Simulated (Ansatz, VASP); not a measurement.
## Mg7Se: VASP beside Ansatz

```
CELL_PARAMETERS angstrom
0.00000 0.00000 4.62987
6.38007 0.00000 0.00000
0.00000 6.38007 0.00000
ATOMIC_POSITIONS crystal
Mg 0.08501 0.26204 0.26204
Mg 0.08501 0.73796 0.73796
Mg 0.08501 0.73796 0.26204
Mg 0.08501 0.26204 0.73796
Mg 0.58789 0.50000 0.00000
Mg 0.58789 0.00000 0.50000
Mg 0.59230 0.50000 0.50000
Se 0.78640 0.00000 0.00000
```

Alike in both runs: task single point; functional PBE; k mesh 6 × 4 × 4; occupations gaussian, width 0.2 eV; no spin polarisation.

```csv
,VASP,Ansatz
version,VASP 6.6.1,Ansatz 0.2.0
potentials or method,"VASP PAW PBE potentials, release 64 (Mg, Se), cutoff 520 eV","scalar-relativistic, plane waves, PAW"
valence electrons in the cell,20,86
```

Ansatz gave:

- gap on the k mesh at the Fermi level (eV): none
- pressure (GPa): 0.0
- traceless stress, the component that is largest in VASP (GPa): -0.24
- rms of the force components (eV/Å): 0.013

Q: Which values does VASP return?

A: gap on the k mesh at the Fermi level (eV): none; pressure (GPa): -0.1; traceless stress, the component that is largest in VASP (GPa): -0.23; rms of the force components (eV/Å): 0.012.

Atom by atom the forces differ by 0.001 eV/Å (rms over components). A gap of «none» marks a metal or a gap that the smearing closes. VASP's potentials hold 20 valence electrons a cell and Ansatz's 86, so a difference there can come from the potentials and not from the codes.
